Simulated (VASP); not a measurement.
# Hf (Fd-3m) in VASP: density of states with PBE

Aim: the density of states of Hf with PBE.

Everything below comes from runs of VASP 6.6.1. Logs are shortened: lines on timing, memory, paths and dates and some standing lists are left out, and cuts for length are marked.

**1. The cell of the first run**

Symmetry: Fd-3m, No. 227, cubic system. Conventional cell: a = 6.546 Å, b = 6.546 Å, c = 6.546 Å, α = 90.00°, β = 90.00°, γ = 90.00°. Within 3.7 Å of Hf (site symmetry -43m) lie 4 Hf at 2.83 Å.

**2. Density of states, PBE**

Input file POSCAR:

```
Hf
1.0
    0.0000000000      3.2729917522      3.2729917522
    3.2729917522      0.0000000000      3.2729917522
    3.2729917522      3.2729917522      0.0000000000
Hf
2
Direct
   -0.1250000000     -0.1250000000     -0.1250000000
    0.1250000000      0.1250000000      0.1250000000
```

Input file INCAR.step1:

```
  PREC = Accurate
  ENCUT = 520
  EDIFF = 1E-6
  ISMEAR = -1
  SIGMA = 0.1
  LREAL = False
  LASPH = True
  NELM = 100
  ALGO = Normal
  ISIF = 2
  LWAVE = False
  LCHARG = True
  LMAXMIX = 4
  GGA = PE
  NBANDS = 17
```

Input file KPOINTS.step1:

```
regular mesh
0
Gamma
  12 12 12
```

Input file INCAR.step2:

```
  PREC = Accurate
  ENCUT = 520
  EDIFF = 1E-6
  ISMEAR = -5
  SIGMA = 0.1
  LREAL = False
  LASPH = True
  NELM = 100
  ALGO = Normal
  ISIF = 2
  LWAVE = False
  LCHARG = False
  LMAXMIX = 4
  GGA = PE
  LORBIT = 10
  NEDOS = 1001
  ICHARG = 11
```

Input file KPOINTS.step2:

```
regular mesh
0
Gamma
  18 18 18
```

Potentials or basis: VASP PAW PBE potentials, release 64 (Hf_pv).

On the command line:

```
$ cat potpaw_PBE.64/Hf_pv/POTCAR > POTCAR
$ cp INCAR.step1 INCAR
$ cp KPOINTS.step1 KPOINTS
$ mpirun -np 1 vasp_std > vasp.out
$ cp INCAR.step2 INCAR
$ cp KPOINTS.step2 KPOINTS
$ mpirun -np 1 vasp_std > vasp.out
```

OUTCAR:

```text
PREC = Accurate
   ENCUT = 520
   EDIFF = 1E-6
   ISMEAR = -5
   LREAL = False
   LASPH = True
   NELM = 100
   ISIF = 2
   GGA = PE
   LORBIT = 10
   ICHARG = 11

 ion  position               nearest neighbor table
   1  0.875  0.875  0.875-   2 2.83   2 2.83   2 2.83   2 2.83
   2  0.125  0.125  0.125-   1 2.83   1 2.83   1 2.83   1 2.83

  LATTYP: Found a face centered cubic cell.
 ALAT       =     6.5459835044

  Lattice vectors:

 A1 = (   0.0000000000,   3.2729917522,   3.2729917522)
 A2 = (   3.2729917522,   0.0000000000,   3.2729917522)
 A3 = (   3.2729917522,   3.2729917522,   0.0000000000)

Analysis of symmetry for initial positions (statically):
=====================================================================
 Subroutine PRICEL returns:
 Original cell was already a primitive cell.

 Routine SETGRP: Setting up the symmetry group for a
 face centered cubic supercell.

 Subroutine GETGRP returns: Found 48 space group operations
 (whereof 12 operations were pure point group operations)
 out of a pool of 48 trial point group operations.

The static configuration has the point symmetry D_3d.
 The point group associated with its full space group is O_h .

Analysis of symmetry for dynamics (positions and initial velocities):
=====================================================================
 Subroutine PRICEL returns:
 Original cell was already a primitive cell.

 Routine SETGRP: Setting up the symmetry group for a
 face centered cubic supercell.

 Subroutine GETGRP returns: Found 48 space group operations
 (whereof 12 operations were pure point group operations)
 out of a pool of 48 trial point group operations.

The dynamic configuration has the point symmetry D_3d.
 The point group associated with its full space group is O_h .

 Subroutine INISYM returns: Found 48 space group operations
 (whereof 12 operations are pure point group operations),
 and found     1 'primitive' translations

----------------------------------------------------------------------------------------

                                     Primitive cell

  volume of cell :      70.1237

  direct lattice vectors                    reciprocal lattice vectors
     0.000000000  3.272991752  3.272991752    -0.152765432  0.152765432  0.152765432
     3.272991752  0.000000000  3.272991752     0.152765432 -0.152765432  0.152765432
     3.272991752  3.272991752  0.000000000     0.152765432  0.152765432 -0.152765432

  length of vectors
     4.628709325  4.628709325  4.628709325     0.264597490  0.264597490  0.264597490

  position of ions in fractional coordinates (direct lattice)
     0.875000000  0.875000000  0.875000000
     0.125000000  0.125000000  0.125000000

  ion indices of the primitive-cell ions
   primitive index   ion index
                 1           1
                 2           2

----------------------------------------------------------------------------------------

 KPOINTS: regular mesh

Automatic generation of k-mesh.
 Grid dimensions read from file:
 generate k-points for:   18   18   18

 Generating k-lattice:

  Cartesian coordinates                     Fractional coordinates (reciprocal lattice)
    -0.008486968  0.008486968  0.008486968     0.055555556  0.000000000  0.000000000
     0.008486968 -0.008486968  0.008486968     0.000000000  0.055555556  0.000000000
     0.008486968  0.008486968 -0.008486968     0.000000000  0.000000000  0.055555556

  Length of vectors
     0.014699861  0.014699861  0.014699861

  Shift w.r.t. Gamma in fractional coordinates (k-lattice)
     0.000000000  0.000000000  0.000000000

 TETIRR: Found    806 inequivalent tetrahedra from    34992

 Subroutine IBZKPT returns following result:
 ===========================================

 Found    195 irreducible k-points:

 Following reciprocal coordinates:
            Coordinates               Weight
  0.000000  0.000000  0.000000      1.000000
  0.055556  0.000000  0.000000      8.000000
  0.111111  0.000000  0.000000      8.000000
  0.166667  0.000000  0.000000      8.000000
  0.222222  0.000000  0.000000      8.000000
  0.277778  0.000000  0.000000      8.000000
[... 16 lines left out ...]
 -0.277778  0.055556  0.000000     24.000000
 -0.222222  0.055556  0.000000     24.000000
 [... further k-points ...]
   k-points           NKPTS =    195   k-points in BZ     NKDIM =    195   number of bands    NBANDS=     14
   number of dos      NEDOS =   1001   number of ions     NIONS =      2
   total plane-waves  NPLWV =  46656
   dimension x,y,z NGX =    36 NGY =   36 NGZ =   36
   dimension x,y,z NGXF=    72 NGYF=   72 NGZF=   72
   ions per type =               2
   NGX,Y,Z   is equivalent  to a cutoff of  12.93, 12.93, 12.93 a.u.
   NGXF,Y,Z  is equivalent  to a cutoff of  25.86, 25.86, 25.86 a.u.
 SYSTEM =  unknown system
   PREC   = accura    normal or accurate (medium, high low for compatibility)
   ISTART =      0    job   : 0-new  1-cont  2-samecut
   ICHARG =     11    charge: 1-file 2-atom 10-const
   ISPIN  =      1    spin polarized calculation?
   LNONCOLLINEAR =      F non collinear calculations
   LSORBIT =      F    spin-orbit coupling
   LASPH  =      T    aspherical Exc in radial PAW
   ENCUT  =  520.0 eV  38.22 Ry    6.18 a.u.   8.61  8.61  8.61*2*pi/ulx,y,z
   NELM   =    100;   NELMIN=  2; NELMDL=  0     # of ELM steps
   EDIFF  = 0.1E-05   stopping-criterion for ELM
   LREAL  =      F    real-space projection
   EDIFFG = 0.1E-04   stopping-criterion for IOM
   NSW    =      0    number of steps for IOM
   IBRION =     -1    ionic relax: 0-MD 1-quasi-New 2-CG
   NFREE  =      0    steps in history (QN), initial steepest desc. (CG)
   ISIF   =      2    stress and relaxation
   ISYM   =      2    0-nonsym 1-usesym 2-fastsym
   POTIM  = 0.5000    time-step for ionic-motion
   TEBEG  =    0.0;   TEEND  =   0.0 temperature during run
   PSTRESS=    0.0 pullay stress
   NELECT =      20.0000    total number of electrons
   NUPDOWN=      -1.0000    fix difference up-down
   EMIN   =  10.00;   EMAX   =-10.00  energy-range for DOS
   EFERMI =   0.00;   METHOD = LEGACY
   ISMEAR =    -5;   SIGMA  =   0.10  broadening in eV -4-tet -1-fermi 0-gaus
   EFERMI_NEDOS =   21; number of points for ismear=-14 and -15
   IALGO  =     38    algorithm
   IMIX   =      4    mixing-type and parameters
     AMIX     =   0.40;   BMIX     =  1.00
     AMIX_MAG =   1.60;   BMIX_MAG =  1.00
  volume/ion in A,a.u.               =      35.06       236.61
  Fermi-wavevector in a.u.,A,eV,Ry     =   1.077614  2.036395 15.799794  1.161252
  Thomas-Fermi vector in A             =   2.213531
   LORBIT       =     10    0 simple, 1 ext, 2 COOP (PROOUT), +10 PAW based schemes
   GGA     = PE    functional components
   LHFCALC =     F    Hartree Fock is set to
   AEXX    =    0.0000 exact exchange contribution
   IVDW    =     0    specifies the selected vdW correction
   LEPSILON=     F    determine dielectric tensor
   LRPA    =     F    only Hartree local field effects (RPA)
 non-spin polarized calculation
 Fermi weights with tetrahedron method with Bloechl corrections
  energy-cutoff  :      520.00
  volume of cell :       70.12
 maximum number of plane-waves:      1917

 number of electron      20.0000002 magnetization

 Free energy of the ion-electron system (eV)
  ---------------------------------------------------
  ext. energy  EPLUGINS =         0.00000000
  ---------------------------------------------------
  free energy    TOTEN  =       -14.47353009 eV

  energy without entropy =      -14.47353009  energy(sigma->0) =      -14.47353009

 E-fermi :   1.5487     XC(G=0):  -9.0665

 val. band max:        1.5659241333   @ k =   0.3333   0.2222   0.0556
 cond. band min:       1.5394741838   @ k =   0.5000   0.2222   0.1111
 fundamental gap:     -0.0264499495
 Fermi energy:         1.5486961177

 k-point     1 :       0.0000    0.0000    0.0000
  band No.  band energies     occupation
      1     -29.4415      2.00000
      2     -29.4415      2.00000
      3     -29.4415      2.00000
      4     -28.8640      2.00000
      5     -28.8640      2.00000
      6     -28.8640      2.00000
      7      -3.5415      2.00000
      8       1.2641      2.00000
      9       1.2641      2.00000
     10       1.7052      0.00000
     11       1.7052      0.00000
     12       1.7052      0.00000
     13       3.6097      0.00000
     14       3.6097      0.00000

 k-point     2 :       0.0556    0.0000    0.0000
  band No.  band energies     occupation
      1     -29.4436      2.00000
      2     -29.4436      2.00000
      3     -29.4411      2.00000
      4     -28.8648      2.00000
      5     -28.8619      2.00000
      6     -28.8619      2.00000
      7      -3.4999      2.00000
      8       1.2255      2.00000
      9       1.2255      2.00000
     10       1.6935      0.00000
     11       1.7658      0.00000
     12       1.7658      0.00000
     13       3.5179      0.00000
     14       3.6037      0.00000

 k-point     3 :       0.1111    0.0000    0.0000
  band No.  band energies     occupation
      1     -29.4494      2.00000
      2     -29.4494      2.00000
      3     -29.4400      2.00000
      4     -28.8670      2.00000
      5     -28.8559      2.00000
      6     -28.8559      2.00000
      7      -3.3766      2.00000
      8       1.1540      2.00000
      9       1.1540      2.00000
     10       1.6614      0.00000
     11       1.8961      0.00000
     12       1.8961      0.00000
     13       3.2580      0.00000
     14       3.5938      0.00000

 k-point     4 :       0.1667    0.0000    0.0000
  band No.  band energies     occupation
      1     -29.4580      2.00000
      2     -29.4580      2.00000
      3     -29.4382      2.00000
      4     -28.8704      2.00000
      5     -28.8468      2.00000
      6     -28.8468      2.00000
      7      -3.1761      2.00000
      8       1.0961      2.00000
      9       1.0961      2.00000
     10       1.6168      0.00000
     11       2.0274      0.00000
     12       2.0274      0.00000
     13       2.8858      0.00000
     14       3.6037      0.00000

 k-point     5 :       0.2222    0.0000    0.0000
  band No.  band energies     occupation
      1     -29.4684      2.00000
      2     -29.4684      2.00000
      3     -29.4362      2.00000
      4     -28.8744      2.00000
      5     -28.8360      2.00000
      6     -28.8360      2.00000
      7      -2.9066      2.00000
      8       1.0688      2.00000
      9       1.0688      2.00000
     10       1.5699      0.00231
     11       2.1090      0.00000
[... 276 lines left out ...]
 k-point    22 :      -0.3333    0.0556    0.0000
  band No.  band energies     occupation
      1     -29.5033      2.00000
      2     -29.4897      2.00000
      3     -29.4206      2.00000
      4     -28.8939      2.00000
      5     -28.8136      2.00000
      6     -28.8006      2.00000
      7      -2.0645      2.00000
      8       1.0327      2.00000
      9       1.1423      2.00000
     10       1.4014      2.00000
     11       1.5416      1.00441
     12       1.9783      0.00000
     13       2.1368      0.00000
     14       3.9733      0.00000

 k-point    23 :      -0.2778    0.0556    0.0000
  band No.  band energies     occupation
      1     -29.4943      2.00000
      2     -29.4799      2.00000
      3     -29.4238      2.00000
      4     -28.8890      2.00000
      5     -28.8238      2.00000
      6     -28.8098      2.00000
      7      -2.4287      2.00000
      8       0.9755      2.00000
      9       1.1505      2.00000
     10       1.5396      1.52705
     11       1.7736     -0.00657
     12       2.0939      0.00000
     13       2.2243      0.00000
     14       3.7573      0.00000

 k-point    24 :      -0.2222    0.0556    0.0000
  band No.  band energies     occupation
      1     -29.4834      2.00000
      2     -29.4693      2.00000
      3     -29.4276      2.00000
      4     -28.8835      2.00000
      5     -28.8349      2.00000
      6     -28.8210      2.00000
      7      -2.7680      2.00000
      8       0.9553      2.00000
      9       1.1463      2.00000
     10       1.5901     -0.09376
     11       1.9706      0.00000
     12       2.2394      0.00000
     13       2.3399      0.00000
     14       3.6135      0.00000

 [... further k-points ...]
[... 5 lines left out ...]
  --------------------------------------------------------------------------------------
  -------------------------------------------------------------------------------------
  Total       -0.2537302     -0.2537302     -0.2537302      0.0000000     -0.0000000     -0.0000000
  in kB       -5.7971970     -5.7971970     -5.7971970      0.0000000     -0.0000000     -0.0000000
  external PRESSURE =      -5.7971970 kB  Pullay stress =       0.0000000 kB

 VOLUME and BASIS-vectors are now :
 -----------------------------------------------------------------------------
  energy-cutoff  :      520.00
  volume of cell :       70.12
      direct lattice vectors                 reciprocal lattice vectors
     0.000000000  3.272991752  3.272991752    -0.152765432  0.152765432  0.152765432
     3.272991752  0.000000000  3.272991752     0.152765432 -0.152765432  0.152765432
     3.272991752  3.272991752  0.000000000     0.152765432  0.152765432 -0.152765432

 POSITION                                       TOTAL-FORCE (eV/Angst)
 -----------------------------------------------------------------------------------
      5.72774      5.72774      5.72774         0.000000      0.000000      0.000000
      0.81825      0.81825      0.81825        -0.000000     -0.000000     -0.000000
 -----------------------------------------------------------------------------------
    total drift:                                0.000000      0.000000      0.000000

  FREE ENERGIE OF THE ION-ELECTRON SYSTEM (eV)
  ---------------------------------------------------
  free  energy   TOTEN  =       -14.4735300878 eV

  energy  without entropy=      -14.4735300878  energy(sigma->0) =      -14.47353009

 total charge

# of ion       s       p       d       tot
------------------------------------------
    1        0.510   6.119   1.589   8.218
    2        0.510   6.119   1.589   8.218
--------------------------------------------------
tot          1.020  12.238   3.177  16.435
```

Wall time 4.2 min (1 thread of AMD EPYC 7R43 (Zen 3), shared host); peak memory 0.28 GiB.

What came out:

```yaml
Valence_electrons_inside_the_program's_atomic_spheres: Hf 8.22
```

Levels at points of the mesh, in eV from the Fermi level:
```
           k point  band 8  band 9  band 10  band 11  band 12  band 13
(0.00, 0.00, 0.00)   -0.28   -0.28     0.16     0.16     0.16     2.06
(0.50, 0.00, 0.00)   -0.84   -0.25    -0.25    -0.06     0.22     0.22
(0.50, 0.50, 0.00)   -1.24   -1.20    -1.20     0.35     0.35     2.12
```

Caveat: spin-orbit coupling is left out, which moves the levels of the heavy elements; tetrahedron occupations give inexact forces and stress in metals.
